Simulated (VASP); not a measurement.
# MnSi (P2_13) in VASP: a series of runs

Runs on MnSi. Level: PBE+U. Tasks: single point.

All numbers are computed with VASP 6.6.1; they aren't measurements. Logs are shortened: lines on timing, memory, paths and dates and some standing lists are left out, and cuts for length are marked.

## (1) The cell of the first run

The structure is cubic, space group P2_13 (No. 198). Conventional cell: a = 4.558 Å, b = 4.558 Å, c = 4.558 Å, α = 90.00°, β = 90.00°, γ = 90.00°. Within 3.1 Å of Mn (site symmetry 3) lie 7 Si at 2.31 to 2.54 Å and 6 Mn at 2.80 Å. Within 3.1 Å of Si (site symmetry 3) lie 7 Mn at 2.31 to 2.54 Å and 6 Si at 2.82 Å.

## (2) Single point, PBE+U, collinear spin, ferromagnetic start

INCAR

```
  PREC = Accurate
  ENCUT = 520
  EDIFF = 1E-6
  ISMEAR = 0
  SIGMA = 0.05
  LREAL = False
  LASPH = True
  NELM = 150
  ALGO = Normal
  ISIF = 2
  LWAVE = False
  LCHARG = True
  ISPIN = 2
  MAGMOM = 5 5 5 5 0 0 0 0
  LORBIT = 11
  NUPDOWN = 20.0
  LMAXMIX = 4
  LDAU = True
  LDAUTYPE = 2
  LDAUL = 2 -1
  LDAUU = 3.9 0
  LDAUJ = 0 0
  LDAUPRINT = 1
  GGA = PE
  LELF = True
  LVHAR = True
  NBANDS = 48
```

KPOINTS

```
Automatic mesh
0
Gamma
  5 5 5
```

POSCAR

```
MnSi
1.0
    4.5580000000      0.0000000000      0.0000000000
    0.0000000000      4.5580000000      0.0000000000
    0.0000000000      0.0000000000      4.5580000000
Mn Si
4 4
Direct
    0.1380000000      0.1380000000      0.1380000000
    0.3620000000      0.8620000000      0.6380000000
    0.6380000000      0.3620000000      0.8620000000
    0.8620000000      0.6380000000      0.3620000000
    0.8450000000      0.8450000000      0.8450000000
    0.6550000000      0.1550000000      0.3450000000
    0.3450000000      0.6550000000      0.1550000000
    0.1550000000      0.3450000000      0.6550000000
```

Potentials or basis: VASP PAW PBE potentials, release 64 (Mn_pv, Si).

Started as:

```sh
cat potpaw_PBE.64/Mn_pv/POTCAR potpaw_PBE.64/Si/POTCAR > POTCAR
mpirun -np 1 vasp_std > vasp.out
```

OUTCAR:

```text
PREC = Accurate
   ENCUT = 520
   EDIFF = 1E-6
   ISMEAR = 0
   LREAL = False
   LASPH = True
   NELM = 150
   ISIF = 2
   ISPIN = 2
   LORBIT = 11
   NUPDOWN = 20.0
   GGA = PE

 ion  position               nearest neighbor table
   1  0.138  0.138  0.138-   5 2.31   6 2.40   7 2.40   8 2.40   7 2.54   8 2.54   6 2.54   3 2.80
                             4 2.80   2 2.80   2 2.80   4 2.80   3 2.80
   2  0.362  0.862  0.638-   6 2.31   5 2.40   7 2.40   8 2.40   7 2.54   8 2.54   5 2.54   1 2.80
                             1 2.80   3 2.80   3 2.80   4 2.80   4 2.80
   3  0.638  0.362  0.862-   7 2.31   6 2.40   5 2.40   8 2.40   8 2.54   6 2.54   5 2.54   1 2.80
                             4 2.80   2 2.80   2 2.80   4 2.80   1 2.80
   4  0.862  0.638  0.362-   8 2.31   6 2.40   7 2.40   5 2.40   6 2.54   5 2.54   7 2.54   1 2.80
                             3 2.80   2 2.80   1 2.80   2 2.80   3 2.80
   5  0.845  0.845  0.845-   1 2.31   2 2.40   3 2.40   4 2.40   3 2.54   4 2.54   2 2.54   6 2.82
                             7 2.82   8 2.82   6 2.82   8 2.82   7 2.82
   6  0.655  0.155  0.345-   2 2.31   1 2.40   3 2.40   4 2.40   3 2.54   4 2.54   1 2.54   8 2.82
                             5 2.82   5 2.82   7 2.82   7 2.82   8 2.82
   7  0.345  0.655  0.155-   3 2.31   2 2.40   1 2.40   4 2.40   4 2.54   2 2.54   1 2.54   8 2.82
                             5 2.82   8 2.82   6 2.82   6 2.82   5 2.82
   8  0.155  0.345  0.655-   4 2.31   2 2.40   3 2.40   1 2.40   2 2.54   1 2.54   3 2.54   7 2.82
                             5 2.82   7 2.82   5 2.82   6 2.82   6 2.82

  LATTYP: Found a simple cubic cell.
 ALAT       =     4.5580000000

  Lattice vectors:

 A1 = (   4.5580000000,   0.0000000000,   0.0000000000)
 A2 = (   0.0000000000,   4.5580000000,   0.0000000000)
 A3 = (   0.0000000000,   0.0000000000,   4.5580000000)

Analysis of symmetry for initial positions (statically):
=====================================================================
 Subroutine PRICEL returns:
 Original cell was already a primitive cell.

 Routine SETGRP: Setting up the symmetry group for a
 simple cubic supercell.

 Subroutine GETGRP returns: Found 12 space group operations
 (whereof  3 operations were pure point group operations)
 out of a pool of 48 trial point group operations.

The static configuration has the point symmetry C_3 .
 The point group associated with its full space group is T   .

Analysis of symmetry for dynamics (positions and initial velocities):
=====================================================================
 Subroutine PRICEL returns:
 Original cell was already a primitive cell.

 Routine SETGRP: Setting up the symmetry group for a
 simple cubic supercell.

 Subroutine GETGRP returns: Found 12 space group operations
 (whereof  3 operations were pure point group operations)
 out of a pool of 48 trial point group operations.

The dynamic configuration has the point symmetry C_3 .
 The point group associated with its full space group is T   .

Analysis of structural, dynamic, and magnetic symmetry:
=====================================================================
 Subroutine PRICEL returns:
 Original cell was already a primitive cell.

 Routine SETGRP: Setting up the symmetry group for a
 simple cubic supercell.

 Subroutine GETGRP returns: Found 12 space group operations
 (whereof  3 operations were pure point group operations)
 out of a pool of 48 trial point group operations.

The overall configuration has the point symmetry C_3 .
 The point group associated with its full space group is T   .

 Subroutine INISYM returns: Found 12 space group operations
 (whereof  3 operations are pure point group operations),
 and found     1 'primitive' translations

----------------------------------------------------------------------------------------

                                     Primitive cell

  volume of cell :      94.6941

  direct lattice vectors                    reciprocal lattice vectors
     4.558000000  0.000000000  0.000000000     0.219394471  0.000000000  0.000000000
     0.000000000  4.558000000  0.000000000     0.000000000  0.219394471  0.000000000
     0.000000000  0.000000000  4.558000000     0.000000000  0.000000000  0.219394471

  length of vectors
     4.558000000  4.558000000  4.558000000     0.219394471  0.219394471  0.219394471
[... 110 lines left out ...]
   AEXX    =    0.0000 exact exchange contribution
   IVDW    =     0    specifies the selected vdW correction
   LEPSILON=     F    determine dielectric tensor
   LRPA    =     F    only Hartree local field effects (RPA)
 spin polarized calculation
 Gauss-broadening in eV      SIGMA  =   0.05
  energy-cutoff  :      520.00
  volume of cell :       94.69
 maximum number of plane-waves:      2569
 NGX is ok and might be reduce to    36
   NGX = 17   NGY = 17   NGZ = 17

atom =   1  type =  1  l = 2

 onsite density matrix

spin component  1
[... 116 lines left out ...]
  o =  0.0679  v =  0.0000  0.0000  0.0000  0.0000  0.0000  0.0838 -0.7018 -0.0103 -0.6181  0.3439      0.0000  0.0000  0.0000  0.0000  0.0000  0.0000  0.0000  0.0000  0.0000  0.0000
  o =  0.0679  v =  0.0000  0.0000  0.0000  0.0000  0.0000  0.7621 -0.3085 -0.3439  0.4536 -0.0103      0.0000  0.0000  0.0000  0.0000  0.0000  0.0000  0.0000  0.0000  0.0000  0.0000
  o =  0.1044  v =  0.0000  0.0000  0.0000  0.0000  0.0000 -0.5774 -0.5774  0.0000  0.5774 -0.0000      0.0000  0.0000  0.0000  0.0000  0.0000  0.0000  0.0000  0.0000  0.0000  0.0000
  o =  0.1103  v =  0.0000  0.0000  0.0000  0.0000  0.0000 -0.0392 -0.2213 -0.2045 -0.2605 -0.9164      0.0000  0.0000  0.0000  0.0000  0.0000  0.0000  0.0000  0.0000  0.0000  0.0000
  o =  0.1103  v =  0.0000  0.0000  0.0000  0.0000  0.0000  0.2782 -0.1730  0.9164  0.1052 -0.2045      0.0000  0.0000  0.0000  0.0000  0.0000  0.0000  0.0000  0.0000  0.0000  0.0000
  o =  0.9143  v =  0.5774  0.5774 -0.0000 -0.5774  0.0000  0.0000  0.0000  0.0000  0.0000  0.0000      0.0000  0.0000  0.0000  0.0000  0.0000  0.0000  0.0000  0.0000  0.0000  0.0000
  o =  0.9197  v = -0.0917 -0.2889  0.1396 -0.3806  0.8624  0.0000  0.0000  0.0000  0.0000  0.0000      0.0000  0.0000  0.0000  0.0000  0.0000  0.0000  0.0000  0.0000  0.0000  0.0000
  o =  0.9197  v =  0.3866 -0.2726 -0.8624  0.1139  0.1396  0.0000  0.0000  0.0000  0.0000  0.0000      0.0000  0.0000  0.0000  0.0000  0.0000  0.0000  0.0000  0.0000  0.0000  0.0000
  o =  0.9329  v = -0.7018  0.2402 -0.4711 -0.4616 -0.1215  0.0000  0.0000  0.0000  0.0000  0.0000      0.0000  0.0000  0.0000  0.0000  0.0000  0.0000  0.0000  0.0000  0.0000  0.0000
  o =  0.9329  v = -0.1278  0.6717 -0.1215  0.5439  0.4711  0.0000  0.0000  0.0000  0.0000  0.0000      0.0000  0.0000  0.0000  0.0000  0.0000  0.0000  0.0000  0.0000  0.0000  0.0000

 number of electron      68.0000083 magnetization      20.0000032

 Free energy of the ion-electron system (eV)
  ---------------------------------------------------
  ext. energy  EPLUGINS =         0.00000000
  ---------------------------------------------------
  free energy    TOTEN  =       -37.31966888 eV

  energy without entropy =      -37.30957116  energy(sigma->0) =      -37.31462002

 E-fermi :  10.7029     XC(G=0): -12.5912

 val. band max:       14.2442876297   @ k =  -0.2000   0.4000   0.0000
 cond. band min:      10.7140190669   @ k =  -0.2000   0.4000   0.0000
 fundamental gap:     -3.5302685628
 Fermi energy:        14.2524089135

 spin component 1

 k-point     1 :       0.0000    0.0000    0.0000
  band No.  band energies     occupation
      1     -38.8382      1.00000
      2     -38.8382      1.00000
      3     -38.8382      1.00000
      4     -38.7765      1.00000
      5     -38.7765      1.00000
      6     -38.7765      1.00000
[... 528 lines left out ...]
     45      15.7117      0.00000
     46      16.1246      0.00000
 Fermi energy:        10.7028542878

 spin component 2

 k-point     1 :       0.0000    0.0000    0.0000
  band No.  band energies     occupation
      1     -34.3901      1.00000
      2     -34.3901      1.00000
      3     -34.3901      1.00000
      4     -34.3701      1.00000
      5     -34.3701      1.00000
      6     -34.3701      1.00000
[... 528 lines left out ...]
     45      18.1937      0.00000
     46      18.4543      0.00000
 [bands above 46 left out]

------------------------ aborting loop because EDIFF is reached ----------------------------------------

  FORCE on cell =-STRESS in cart. coord.  units (eV):
  Direction    XX          YY          ZZ          XY          YZ          ZX
  --------------------------------------------------------------------------------------
  -------------------------------------------------------------------------------------
  Total       46.0623417     46.0623417     46.0623417     -0.0000000      0.0000000      0.0000000
  in kB      779.3519611    779.3519611    779.3519611     -0.0000000      0.0000000      0.0000000
  external PRESSURE =     779.3519611 kB  Pullay stress =       0.0000000 kB

 VOLUME and BASIS-vectors are now :
 -----------------------------------------------------------------------------
  energy-cutoff  :      520.00
  volume of cell :       94.69
      direct lattice vectors                 reciprocal lattice vectors
     4.558000000  0.000000000  0.000000000     0.219394471  0.000000000  0.000000000
     0.000000000  4.558000000  0.000000000     0.000000000  0.219394471  0.000000000
     0.000000000  0.000000000  4.558000000     0.000000000  0.000000000  0.219394471

 POSITION                                       TOTAL-FORCE (eV/Angst)
 -----------------------------------------------------------------------------------
      0.62900      0.62900      0.62900         1.188101      1.188101      1.188101
      1.65000      3.92900      2.90800        -1.188101     -1.188101      1.188101
      2.90800      1.65000      3.92900         1.188101     -1.188101     -1.188101
      3.92900      2.90800      1.65000        -1.188101      1.188101     -1.188101
      3.85151      3.85151      3.85151         0.305241      0.305241      0.305241
      2.98549      0.70649      1.57251        -0.305241     -0.305241      0.305241
      1.57251      2.98549      0.70649         0.305241     -0.305241     -0.305241
      0.70649      1.57251      2.98549        -0.305241      0.305241     -0.305241
 -----------------------------------------------------------------------------------
    total drift:                                0.000000      0.000000      0.000000

  FREE ENERGIE OF THE ION-ELECTRON SYSTEM (eV)
  ---------------------------------------------------
  free  energy   TOTEN  =       -37.3196688768 eV

  energy  without entropy=      -37.3095711595  energy(sigma->0) =      -37.31462002

 total charge

# of ion       s       p       d       tot
------------------------------------------
    1        0.386   6.425   5.052  11.863
    2        0.386   6.425   5.052  11.863
    3        0.386   6.425   5.052  11.863
    4        0.386   6.425   5.052  11.863
    5        0.837   0.952   0.000   1.789
    6        0.837   0.952   0.000   1.789
    7        0.837   0.952   0.000   1.789
    8        0.837   0.952   0.000   1.789
--------------------------------------------------
tot          4.891  29.507  20.209  54.607

 magnetization (x)

# of ion       s       p       d       tot
------------------------------------------
    1        0.056   0.101   4.147   4.304
    2        0.056   0.101   4.147   4.304
    3        0.056   0.101   4.147   4.304
    4        0.056   0.101   4.147   4.304
    5        0.070   0.115   0.000   0.186
    6        0.070   0.115   0.000   0.186
    7        0.070   0.115   0.000   0.186
    8        0.070   0.115   0.000   0.186
--------------------------------------------------
tot          0.507   0.864  16.587  17.957
```

Wall time 49 s (1 thread of Intel Xeon 6975P-C (Granite Rapids), shared host); peak memory 0.27 GiB.

Results:

```
Free energy                                           : -37.3197 eV
Pressure                                              : 77.9 GPa
Largest force                                         : 2.058 eV/Å
Net moment                                            : 20.00 μB per cell
Site moments                                          : Mn +4.30; Si +0.19 μB
Valence electrons inside the program's atomic spheres : Mn 11.86; Si 1.79
```

Forces on the atoms (eV/Å):
```
Mn   1.188  1.188  1.188
Mn  -1.188 -1.188  1.188
Mn   1.188 -1.188 -1.188
Mn  -1.188  1.188 -1.188
Si   0.305  0.305  0.305
Si  -0.305 -0.305  0.305
Si   0.305 -0.305 -0.305
Si  -0.305  0.305 -0.305
```

Eigenvalues of the final occupation matrices:
```tsv
site	spin	trace	eigenvalues
site 1 d	1	4.62	0.91 0.92 0.92 0.93 0.93
site 1 d	2	0.46	0.07 0.07 0.10 0.11 0.11
site 2 d	1	4.62	0.91 0.92 0.92 0.93 0.93
site 2 d	2	0.46	0.07 0.07 0.10 0.11 0.11
site 3 d	1	4.62	0.91 0.92 0.92 0.93 0.93
site 3 d	2	0.46	0.07 0.07 0.10 0.11 0.11
site 4 d	1	4.62	0.91 0.92 0.92 0.93 0.93
site 4 d	2	0.46	0.07 0.07 0.10 0.11 0.11
```

Caveat: the cell stands under pressure; the total moment is fixed, so each spin has its own Fermi level and the state may be an excited one; the U is typed as a test and isn't derived for this compound; forces of over 1 eV/Å act on the atoms, so gaps and moduli don't describe the material at rest. The state reached can hang on the start; a lower one may exist.

(Part 1 of 3 ends here.)
